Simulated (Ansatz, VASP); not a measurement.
## Two plane-wave programs on TiC3

```
CELL_PARAMETERS angstrom
3.19814 0.00000 0.00000
0.00000 3.19814 0.00000
0.00000 0.00000 3.19814
ATOMIC_POSITIONS crystal
Ti 0.50000 0.50000 0.50000
C 0.50000 0.00000 0.00000
C 0.00000 0.50000 0.00000
C 0.00000 0.00000 0.50000
```

Alike in both runs: functional PBE; k mesh 6 × 6 × 6; occupations gaussian, width 0.1 eV; no spin polarisation.

Ansatz relaxed the structure, and its values are those at the end. VASP's run is a single point on that final structure, the one shown.

|  | VASP | Ansatz |
| --- | --- | --- |
| version | VASP 6.6.1 | Ansatz 0.2.0 |
| potentials or method | VASP PAW PBE potentials, release 64 (Ti_sv, C), cutoff 520 eV | scalar-relativistic, plane waves, PAW |
| valence electrons in the cell | 24 | 24 |

VASP gave:

| Property | Result |
| --- | --- |
| gap on the k mesh at the Fermi level (eV) | none |
| pressure (GPa) | 0.6 |

Problem. Which values does Ansatz return?

Solution. gap on the k mesh at the Fermi level (eV): none; pressure (GPa): 0.2.

A gap of «none» marks a metal or a gap that the smearing closes. With one functional, cell and mesh, what is left measures potentials, basis and numerics.
